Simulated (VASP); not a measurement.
A run of VASP 6.6.1 is set up as follows.

File POSCAR:

```
MgAg2SnSe4
1.0
   -3.0806880846      3.0806880846      5.9500237138
    3.0806880846     -3.0806880846      5.9500237138
    3.0806880846      3.0806880846     -5.9500237138
Ag Mg Sn Se
2 1 1 4
Direct
    0.0000000000      0.0000000000      0.0000000000
    0.7500000000      0.2500000000      0.5000000000
    0.2500000000      0.7500000000      0.5000000000
    0.5000000000      0.5000000000      0.0000000000
    0.1379516811      0.6216004539      1.0100537781
    0.3783995461      0.3884533241      0.5163512272
    0.6115466759      0.1278979031     -0.0100537781
    0.8721020969      0.8620483189      0.4836487728
```

File INCAR.step1:

```
PREC     = Accurate       # precision mode
ENCUT    = 520            # plane-wave cutoff, eV
ISMEAR   = 0              # smearing method
SIGMA    = 0.01           # smearing width, eV
LREAL    = False          # projectors in reciprocal space
LASPH    = True           # aspherical terms in the spheres
NELM     = 100            # most SCF steps
NBANDS   = 41             # bands
GGA      = PE             # functional
ALGO     = Normal         # electronic algorithm
EDIFF    = 1E-4           # SCF threshold, eV
LWAVE    = True           # write WAVECAR
LCHARG   = False          # write CHGCAR
```

INCAR.step2

```
PREC     = Accurate       # precision mode
ENCUT    = 520            # plane-wave cutoff, eV
EDIFF    = 1E-6           # SCF threshold, eV
ISMEAR   = 0              # smearing method
SIGMA    = 0.01           # smearing width, eV
LREAL    = False          # projectors in reciprocal space
LASPH    = True           # aspherical terms in the spheres
NELM     = 100            # most SCF steps
ALGO     = Normal         # electronic algorithm
ISIF     = 2              # what is computed and relaxed
LWAVE    = False          # write WAVECAR
LCHARG   = False          # write CHGCAR
METAGGA  = R2SCAN         # meta-GGA
LMIXTAU  = True         
NBANDS   = 41             # bands
ISTART   = 1
```

The input KPOINTS:

```
regular mesh
0
Gamma
  6 6 6
```

Potentials or basis: VASP PAW PBE potentials, release 64 (Ag, Mg, Sn_d, Se).

The run is started by

```bash
$ cat potpaw_PBE.64/Ag/POTCAR potpaw_PBE.64/Mg/POTCAR potpaw_PBE.64/Sn_d/POTCAR potpaw_PBE.64/Se/POTCAR > POTCAR
$ cp INCAR.step1 INCAR
$ mpirun -np 1 vasp_std > vasp.out
$ cp INCAR.step2 INCAR
$ mpirun -np 1 vasp_std > vasp.out
```

(1) What does it give for the band gap on the k mesh?

(2) Predict the largest force.

Answers

(1) 0.66 eV.

(2) 0.083 eV/Å.

Caveat: the PAW data sets were made with another functional, which shifts forces and pressure a little; spin-orbit coupling is left out, which moves the levels of the heavy elements.
